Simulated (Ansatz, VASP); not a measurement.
## HfC5 in VASP and in Ansatz

```
Hf C
1.0
     4.85171    0.00000    0.00000
    -2.42586    4.20171    0.00000
     0.00000    0.00000    2.87764
Hf C
1 5
Cartesian
  0.0000 0.0000 1.4388
  0.0000 2.8011 0.0000
  2.4259 1.4006 0.0000
  2.4259 0.0000 0.0000
  -1.2129 2.1009 0.0000
  1.2129 2.1009 0.0000
```

Alike in both runs: functional PBE; k mesh 4 × 4 × 4; occupations gaussian, width 0.2 eV; no spin polarisation.

Ansatz relaxed the structure, and its values are those at the end. VASP's run is a single point on that final structure, the one shown.

|  | VASP | Ansatz |
| --- | --- | --- |
| version | VASP 6.6.1 | Ansatz 0.2.0 |
| potentials or method | VASP PAW PBE potentials, release 64 (Hf_pv, C), cutoff 600 eV | scalar-relativistic, plane waves, PAW |
| valence electrons in the cell | 30 | 46 |

|  | VASP | Ansatz | Ansatz less VASP |
| --- | --- | --- | --- |
| gap on the k mesh at the Fermi level (eV) | none | none | - |
| pressure (GPa) | -0.8 | -0.2 | +0.65 |

A gap of «none» marks a metal or a gap that the smearing closes. The functional is the same, so the differences come from potentials, cutoffs and numerics. VASP's potentials hold 30 valence electrons a cell and Ansatz's 46, so a difference there can come from the potentials and not from the codes.

The k mesh is coarse, so the values compare programs but aren't converged. Spin-orbit coupling is off throughout.
